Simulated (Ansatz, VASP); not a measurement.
## One calculation of BN, two programs

The input INCAR:

```
PREC = Accurate ; ENCUT = 520
EDIFF = 1E-6 ; ISMEAR = 0
SIGMA = 0.02 ; LREAL = F
LASPH = T ; NELM = 100
ALGO = Normal ; ISIF = 2
LWAVE = F ; LCHARG = F
GGA = PS ; IBRION = 2
NSW = 60 ; EDIFFG = -0.002
```

Contents of KPOINTS:

```
Automatic mesh
0
Gamma
  9 9 6
```

Contents of POSCAR:

```
BN
1.0
    2.5659661661      0.0000000000      0.0000000000
   -1.2829830830      2.2221918851      0.0000000000
    0.0000000000      0.0000000000      4.1978069383
B N
2 2
Direct
    0.3333333333      0.6666666667     -0.0003708269
    0.6666666667      0.3333333333      0.4996291731
    0.3333333333      0.6666666667      0.3743708269
    0.6666666667      0.3333333333      0.8743708269
```

Input for Ansatz:

```yaml
crystal:
  lattice:
    - [2.5659661661, 0.0, 0.0]
    - [-1.282983083, 2.2221918851, 0.0]
    - [0.0, 0.0, 4.1978069383]
  atoms:
    - { symbol: B, position: [0.3333333333, 0.6666666667, -0.0003708269] }
    - { symbol: B, position: [0.6666666667, 0.3333333333, 0.4996291731] }
    - { symbol: "N", position: [0.3333333333, 0.6666666667, 0.3743708269] }
    - { symbol: "N", position: [0.6666666667, 0.3333333333, 0.8743708269] }
basis:
  ecutwfc: 600.0
kpoints:
  mp_grid: { grid: [9, 9, 6] }
hamiltonian:
  xc: pbesol
  pseudopotentials: { kind: paw, azcp: { folder: soft_1 } }
scf:
  occupations: { method: gaussian, width: 0.02 }
output:
  forces: true
  stress: true
  eigenvalues: true
relax:
  adjacent_minimum: "off"
  f_tol: 0.002
  max_steps: 40
```

Change from the starting cell: strained cell.

Alike in both runs: task relaxation of the atoms; functional PBEsol; k mesh 9 × 9 × 6; occupations gaussian, width 0.02 eV; no spin polarisation.

|  | VASP | Ansatz |
| --- | --- | --- |
| version | VASP 6.6.1 | Ansatz 0.2.0 |
| potentials or method | VASP PAW PBE potentials, release 64 (B, N), cutoff 520 eV | scalar-relativistic, plane waves, PAW |
| valence electrons in the cell | 16 | 16 |

Ansatz gave:

```
gap on the k mesh at the Fermi level, each at its own relaxed structure (eV) : 5.04
```

Q: Which values does VASP return?

A: gap on the k mesh at the Fermi level, each at its own relaxed structure (eV): 5.03.

VASP's potentials were made for PBE, not for PBEsol, and Ansatz warns of the same on its side. Ansatz's warnings: stress scf threshold loose.

Noted on VASP's run: the relaxation stopped at its first step, so nothing moved.
